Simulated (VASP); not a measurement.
# SiGe (P6_3mc) in VASP: further runs, part 4 of 4

VASP 6.6.1. Earlier steps stand in the parts before.

## Step 6: Single point, LDA (volume 22.389 Å^3 an atom, c/a of the conventional cell 1.8100)

The input, INCAR:

```
SYSTEM = SiGe
PREC     = Accurate       ! precision mode
ENCUT    = 520            ! plane-wave cutoff, eV
EDIFF    = 1E-6           ! SCF threshold, eV
ISMEAR   = 0              ! smearing method
SIGMA    = 0.03           ! smearing width, eV
LREAL    = .False.        ! projectors in reciprocal space
LASPH    = .True.         ! aspherical terms in the spheres
NELM     = 80             ! most SCF steps
ALGO     = Normal         ! electronic algorithm
ISIF     = 2              ! what is computed and relaxed
LWAVE    = .False.        ! write WAVECAR
LCHARG   = .False.        ! write CHGCAR
NBANDS   = 26             ! bands
```

The input, KPOINTS:

```
regular mesh
0
Gamma
  12 12 6
  0 0 0
```

The input, POSCAR:

```
SiGe
1.0
    3.8514875089      0.0000000000      0.0000000000
   -1.9257437545      3.3354860251      0.0000000000
    0.0000000000      0.0000000000      6.9711923911
Si Ge
2 2
Direct
    0.6666666667      0.3333333333      0.8745031008
    0.3333333333      0.6666666667      0.3745031008
    0.6666666667      0.3333333333      0.5004958992
    0.3333333333      0.6666666667      0.0004958992
```

Potentials or basis: VASP PAW LDA potentials, release 64 (Si, Ge_d).

Command:

```console
> cat potpaw_LDA.64/Si/POTCAR potpaw_LDA.64/Ge_d/POTCAR > POTCAR
> mpirun -np 1 vasp_std > vasp.out
```

OUTCAR:

```text
SYSTEM = SiGe
   PREC = Accurate
   ENCUT = 520
   EDIFF = 1E-6
   ISMEAR = 0
   LREAL = .False.
   LASPH = .True.
   NELM = 80
   ISIF = 2

 ion  position               nearest neighbor table
   1  0.667  0.333  0.875-   4 2.39   4 2.39   4 2.39   3 2.61
   2  0.333  0.667  0.375-   3 2.39   3 2.39   3 2.39   4 2.61
   3  0.667  0.333  0.500-   2 2.39   2 2.39   2 2.39   1 2.61
   4  0.333  0.667  0.000-   1 2.39   1 2.39   1 2.39   2 2.61

  LATTYP: Found a hexagonal cell.
 ALAT       =     3.8514875089
 C/A-ratio  =     1.8100000000

  Lattice vectors:

 A1 = (   3.8514875089,   0.0000000000,   0.0000000000)
 A2 = (  -1.9257437545,   3.3354860251,   0.0000000000)
 A3 = (   0.0000000000,   0.0000000000,   6.9711923911)

Analysis of symmetry for initial positions (statically):
=====================================================================
 Subroutine PRICEL returns:
 Original cell was already a primitive cell.

 Routine SETGRP: Setting up the symmetry group for a
 hexagonal supercell.

 Subroutine GETGRP returns: Found 12 space group operations
 (whereof  6 operations were pure point group operations)
 out of a pool of 24 trial point group operations.

The static configuration has the point symmetry C_3v.
 The point group associated with its full space group is C_6v.

Analysis of symmetry for dynamics (positions and initial velocities):
=====================================================================
 Subroutine PRICEL returns:
 Original cell was already a primitive cell.

 Routine SETGRP: Setting up the symmetry group for a
 hexagonal supercell.

 Subroutine GETGRP returns: Found 12 space group operations
 (whereof  6 operations were pure point group operations)
 out of a pool of 24 trial point group operations.

The dynamic configuration has the point symmetry C_3v.
 The point group associated with its full space group is C_6v.

 Subroutine INISYM returns: Found 12 space group operations
 (whereof  6 operations are pure point group operations),
 and found     1 'primitive' translations

----------------------------------------------------------------------------------------

                                     Primitive cell

  volume of cell :      89.5560

  direct lattice vectors                    reciprocal lattice vectors
     3.851487509  0.000000000  0.000000000     0.259639944  0.149903191  0.000000000
    -1.925743755  3.335486025  0.000000000     0.000000000  0.299806383  0.000000000
     0.000000000  0.000000000  6.971192391     0.000000000  0.000000000  0.143447483

  length of vectors
     3.851487509  3.851487509  6.971192391     0.299806383  0.299806383  0.143447483

  position of ions in fractional coordinates (direct lattice)
     0.666666667  0.333333333  0.874503101
     0.333333333  0.666666667  0.374503101
     0.666666667  0.333333333  0.500495899
     0.333333333  0.666666667  0.000495899

  ion indices of the primitive-cell ions
   primitive index   ion index
                 1           1
                 2           2
                 3           3
                 4           4

----------------------------------------------------------------------------------------

 KPOINTS: regular mesh

Automatic generation of k-mesh.
 Grid dimensions read from file:
 generate k-points for:   12   12    6

 Generating k-lattice:

  Cartesian coordinates                     Fractional coordinates (reciprocal lattice)
     0.021636662  0.012491933  0.000000000     0.083333333  0.000000000  0.000000000
     0.000000000  0.024983865  0.000000000     0.000000000  0.083333333  0.000000000
     0.000000000  0.000000000  0.023907914     0.000000000  0.000000000  0.166666667

  Length of vectors
     0.024983865  0.024983865  0.023907914

  Shift w.r.t. Gamma in fractional coordinates (k-lattice)
     0.000000000  0.000000000  0.000000000

 Subroutine IBZKPT returns following result:
 ===========================================

 Found     76 irreducible k-points:

 Following reciprocal coordinates:
            Coordinates               Weight
  0.000000  0.000000  0.000000      1.000000
  0.083333  0.000000  0.000000      6.000000
  0.166667  0.000000  0.000000      6.000000
  0.250000  0.000000  0.000000      6.000000
  0.333333  0.000000  0.000000      6.000000
  0.416667  0.000000  0.000000      6.000000
[... 16 lines left out ...]
  0.250000  0.000000  0.166667     12.000000
  0.333333  0.000000  0.166667     12.000000
 [... further k-points ...]
   k-points           NKPTS =     76   k-points in BZ     NKDIM =     76   number of bands    NBANDS=     26
   number of dos      NEDOS =    301   number of ions     NIONS =      4
   total plane-waves  NPLWV =  48600
   dimension x,y,z NGX =    30 NGY =   30 NGZ =   54
   dimension x,y,z NGXF=    60 NGYF=   60 NGZF=  108
   ions per type =               2   2
   NGX,Y,Z   is equivalent  to a cutoff of  12.95, 12.95, 12.88 a.u.
   NGXF,Y,Z  is equivalent  to a cutoff of  25.90, 25.90, 25.76 a.u.
 SYSTEM =  SiGe
   PREC   = accura    normal or accurate (medium, high low for compatibility)
   ISTART =      0    job   : 0-new  1-cont  2-samecut
   ICHARG =      2    charge: 1-file 2-atom 10-const
   ISPIN  =      1    spin polarized calculation?
   LNONCOLLINEAR =      F non collinear calculations
   LSORBIT =      F    spin-orbit coupling
   LASPH  =      T    aspherical Exc in radial PAW
   ENCUT  =  520.0 eV  38.22 Ry    6.18 a.u.   7.16  7.16 12.96*2*pi/ulx,y,z
   NELM   =     80;   NELMIN=  2; NELMDL= -5     # of ELM steps
   EDIFF  = 0.1E-05   stopping-criterion for ELM
   LREAL  =      F    real-space projection
   EDIFFG = 0.1E-04   stopping-criterion for IOM
   NSW    =      0    number of steps for IOM
   IBRION =     -1    ionic relax: 0-MD 1-quasi-New 2-CG
   NFREE  =      0    steps in history (QN), initial steepest desc. (CG)
   ISIF   =      2    stress and relaxation
   ISYM   =      2    0-nonsym 1-usesym 2-fastsym
   POTIM  = 0.5000    time-step for ionic-motion
   TEBEG  =    0.0;   TEEND  =   0.0 temperature during run
   PSTRESS=    0.0 pullay stress
   NELECT =      36.0000    total number of electrons
   NUPDOWN=      -1.0000    fix difference up-down
   EMIN   =  10.00;   EMAX   =-10.00  energy-range for DOS
   EFERMI =   0.00;   METHOD = LEGACY
   ISMEAR =     0;   SIGMA  =   0.03  broadening in eV -4-tet -1-fermi 0-gaus
   EFERMI_NEDOS =   21; number of points for ismear=-14 and -15
   IALGO  =     38    algorithm
   IMIX   =      4    mixing-type and parameters
     AMIX     =   0.40;   BMIX     =  1.00
     AMIX_MAG =   1.60;   BMIX_MAG =  1.00
  volume/ion in A,a.u.               =      22.39       151.09
  Fermi-wavevector in a.u.,A,eV,Ry     =   1.208215  2.283195 19.861549  1.459783
  Thomas-Fermi vector in A             =   2.343829
   LORBIT       =      0    0 simple, 1 ext, 2 COOP (PROOUT), +10 PAW based schemes
   GGA     = CA    functional components
   LHFCALC =     F    Hartree Fock is set to
   AEXX    =    0.0000 exact exchange contribution
   IVDW    =     0    specifies the selected vdW correction
   LEPSILON=     F    determine dielectric tensor
   LRPA    =     F    only Hartree local field effects (RPA)
 non-spin polarized calculation
 Gauss-broadening in eV      SIGMA  =   0.03
  energy-cutoff  :      520.00
  volume of cell :       89.56
 maximum number of plane-waves:      2439
 NGX is ok and might be reduce to    30
   NGX = 15   NGY = 15   NGZ = 25

 number of electron      35.9999990 magnetization

 Free energy of the ion-electron system (eV)
  ---------------------------------------------------
  ext. energy  EPLUGINS =         0.00000000
  ---------------------------------------------------
  free energy    TOTEN  =       -21.85986363 eV

  energy without entropy =      -21.85982249  energy(sigma->0) =      -21.85984306

 E-fermi :   4.9663     XC(G=0):  -9.7649

 val. band max:        4.9658681598   @ k =   0.0000   0.0000   0.0000
 cond. band min:       5.0746469143   @ k =   0.5000   0.0000   0.3333
 fundamental gap:      0.1087787544
 Fermi energy:         4.9662962846

 k-point     1 :       0.0000    0.0000    0.0000
  band No.  band energies     occupation
      1     -19.7250      2.00000
      2     -19.7239      2.00000
      3     -19.7204      2.00000
      4     -19.7204      2.00000
      5     -19.7182      2.00000
      6     -19.7182      2.00000
[... 18 lines left out ...]
     25       9.1387      0.00000
     26      11.5529      0.00000
[... 644 lines left out ...]
      4     -19.7185      2.00000
      5     -19.7166      2.00000
      6     -19.7156      2.00000
[... 18 lines left out ...]
     25      11.9665      0.00000
     26      12.1766      0.00000

 [... further k-points ...]
[... 5 lines left out ...]
  --------------------------------------------------------------------------------------
  -------------------------------------------------------------------------------------
  Total        0.0025875      0.0025875     -7.5821880     -0.0000000      0.0000000     -0.0000000
  in kB        0.0462910      0.0462910   -135.6470785     -0.0000000      0.0000000     -0.0000000
  external PRESSURE =     -45.1848321 kB  Pullay stress =       0.0000000 kB

 VOLUME and BASIS-vectors are now :
 -----------------------------------------------------------------------------
  energy-cutoff  :      520.00
  volume of cell :       89.56
      direct lattice vectors                 reciprocal lattice vectors
     3.851487509  0.000000000  0.000000000     0.259639944  0.149903191  0.000000000
    -1.925743755  3.335486025  0.000000000     0.000000000  0.299806383  0.000000000
     0.000000000  0.000000000  6.971192391     0.000000000  0.000000000  0.143447483

 POSITION                                       TOTAL-FORCE (eV/Angst)
 -----------------------------------------------------------------------------------
      1.92574      1.11183      6.09633        -0.000000      0.000000     -0.392171
     -0.00000      2.22366      2.61073         0.000000     -0.000000     -0.392171
      1.92574      1.11183      3.48905         0.000000     -0.000000      0.392171
     -0.00000      2.22366      0.00346         0.000000      0.000000      0.392171
 -----------------------------------------------------------------------------------
    total drift:                                0.000000      0.000000     -0.001763

  FREE ENERGIE OF THE ION-ELECTRON SYSTEM (eV)
  ---------------------------------------------------
  free  energy   TOTEN  =       -21.8598636348 eV

  energy  without entropy=      -21.8598224859  energy(sigma->0) =      -21.85984306
```

Run time: 1.9 min. Hardware: 1 thread of Intel Xeon Platinum 8488C (Sapphire Rapids), shared host; peak memory 0.27 GiB.

What came out:

```
Free energy            : -21.8599 eV
Pressure               : -4.5 GPa
Largest force          : 0.392 eV/Å
Band gap on the k mesh : zero (filled and empty bands touch)
```

Forces on the atoms (eV/Å):
```
Si   0.000  0.000 -0.392
Si   0.000  0.000 -0.392
Ge   0.000  0.000  0.392
Ge   0.000  0.000  0.392
```

## Step 7: The runs side by side

```csv
cell,gap on the mesh (eV),pressure (GPa),largest force (eV/Å)
"a = 4.166, b = 4.166, c = 5.739 Å, angles 90.0, 90.0, 120.0°, 4 atoms",none,2.1,2.94
"a = 4.041, b = 4.041, c = 6.098 Å, angles 90.0, 90.0, 120.0°, 4 atoms",none,-1.8,1.09
"a = 4.218, b = 4.218, c = 5.811 Å, angles 90.0, 90.0, 120.0°, 4 atoms",none,-0.7,2.59
"a = 3.736, b = 3.736, c = 7.407 Å, angles 90.0, 90.0, 120.0°, 4 atoms",none,-2.0,0.51
"a = 3.851, b = 3.851, c = 6.971 Å, angles 90.0, 90.0, 120.0°, 4 atoms",none,-4.5,0.39
```

Alike in all rows: task single point; level LDA; potentials or basis VASP PAW LDA potentials, release 64 (Si, Ge_d); no spin polarisation; k mesh 12 × 12 × 6; cutoff (eV) 520; smearing gaussian 0.03 eV.

Caveats: forces of over 1 eV/Å act on the atoms, so gaps and moduli don't describe the material at rest (some runs).

Absolute energies hang on the potentials; compare differences alone.
